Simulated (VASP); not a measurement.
Wanted: the native input for a VASP 6.6.1 run.

| Property | Result |
| --- | --- |
| Task | single point |
| Functional | PBEsol |
| Potentials or basis | VASP PAW PBE potentials, release 64 (P) |
| Cutoff | 520 eV |
| k mesh | 22 × 22 × 22 |
| Occupations | gaussian, width 0.1 eV |
| Spin | no spin polarisation |
| Dipole correction | no |
| Further INCAR settings | ALGO = Normal; EDIFF = 1e-06; NBANDS = 8 |

The structure of P lies in POSCAR:

```
P
1.0
   -1.3369651672      1.3369651672      2.3699456309
    1.3369651672     -1.3369651672      2.3699456309
    1.3369651672      1.3369651672     -2.3699456309
P
1
Direct
    0.0000000000      0.0000000000      0.0000000000
```

This cell differs from its parent crystal: Sb replaced by P, lengths x 0.862, strained.

One way to write it, as run:

INCAR

```
SYSTEM = P
PREC = Accurate
ENCUT = 520
EDIFF = 1E-6
ISMEAR = 0
SIGMA = 0.1
LREAL = .False.
LASPH = .True.
NELM = 60
ALGO = Normal
ISIF = 2
LWAVE = .False.
LCHARG = .True.
GGA = PS
LELF = .True.
LVHAR = .True.
NBANDS = 8
```

KPOINTS

```
regular mesh
0
Gamma
  22 22 22
  0 0 0
```

Potentials or basis: VASP PAW PBE potentials, release 64 (P).

Command:

```bash
$ cat potpaw_PBE.64/P/POTCAR > POTCAR
$ mpirun -np 1 vasp_std > vasp.out
```

It gave:

```yaml
Pressure: -13.8 GPa
```

Caveat: the cell differs from its parent crystal (Sb replaced by P, lengths x 0.862, strained); the PAW data sets were made with another functional, which shifts forces and pressure a little.

It took 51 s on 1 thread of Intel(R) Xeon(R) Platinum 8259CL CPU @ 2.50GHz (Skylake/Cascade Lake), on a shared host, peak memory 0.21 GiB.
